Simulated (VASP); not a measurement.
Wanted: the native input for a VASP 6.6.1 run.

```yaml
Task: single point
Functional: r2SCAN
Potentials_or_basis: VASP PAW PBE potentials, release 64 (K_sv, Hg, Pd)
Cutoff: 520 eV
k_mesh: 4 × 4 × 4
Occupations: fermi-dirac, width 0.1 eV
Spin: no spin polarisation
Dipole_correction: no
Further_INCAR_settings: ALGO = Normal; EDIFF = 1e-06; NBANDS = 43
```

K4HgPd2:

```
K Hg Pd
1.0
     2.78331    4.82083    0.00000
    -2.78331    4.82083    0.00000
     0.00000   -3.21388    8.82680
K Hg Pd
4 1 2
Direct
  0.38910 0.38910 0.16730
  0.61090 0.61090 0.83270
  0.20800 0.20800 0.62400
  0.79200 0.79200 0.37600
  0.00000 0.00000 0.00000
  0.08830 0.08830 0.26490
  0.91170 0.91170 0.73510
```

One way to write it, as run:

POSCAR

```
K4HgPd2
1.0
    2.7833057800      4.8208275400      0.0000000000
   -2.7833057800      4.8208275400      0.0000000000
    0.0000000000     -3.2138817200      8.8268048100
K Hg Pd
4 1 2
Direct
    0.3891000000      0.3891000000      0.1673000000
    0.6109000000      0.6109000000      0.8327000000
    0.2080000000      0.2080000000      0.6240000000
    0.7920000000      0.7920000000      0.3760000000
    0.0000000000      0.0000000000      0.0000000000
    0.0883000000      0.0883000000      0.2649000000
    0.9117000000      0.9117000000      0.7351000000
```

INCAR.step1

```
PREC = Accurate ; ENCUT = 520
ISMEAR = -1 ; SIGMA = 0.1
LREAL = F ; LASPH = T
NELM = 100 ; NBANDS = 43
GGA = PE ; ALGO = Normal
EDIFF = 1E-4 ; LWAVE = T
LCHARG = F
```

INCAR.step2

```
PREC = Accurate ; ENCUT = 520
EDIFF = 1E-6 ; ISMEAR = -1
SIGMA = 0.1 ; LREAL = F
LASPH = T ; NELM = 100
ALGO = Normal ; ISIF = 2
LWAVE = F ; LCHARG = F
METAGGA = R2SCAN ; LMIXTAU = T
NBANDS = 43 ; ISTART = 1
```

KPOINTS

```
Automatic mesh
0
Gamma
  4 4 4
```

Potentials or basis: VASP PAW PBE potentials, release 64 (K_sv, Hg, Pd).

The run is started by

```bash
$ cat potpaw_PBE.64/K_sv/POTCAR potpaw_PBE.64/Hg/POTCAR potpaw_PBE.64/Pd/POTCAR > POTCAR
$ cp INCAR.step1 INCAR
$ mpirun -np 1 vasp_std > vasp.out
$ cp INCAR.step2 INCAR
$ mpirun -np 1 vasp_std > vasp.out
```

Results of the run:

The pressure is 5.0 GPa. The largest force is 3.666 eV/Å and the band gap on the k mesh is zero (bands 34 and 35 overlap by 0.81 eV).

Caveat: the stress differs along the axes, from 1 to 13 GPa; the PAW data sets were made with another functional, which shifts forces and pressure a little; spin-orbit coupling is left out, which moves the levels of the heavy elements.

Run time: 4.6 min on 1 thread of Intel(R) Xeon(R) 6975P-C (Granite Rapids), with other jobs on the host, peak memory 0.45 GiB.
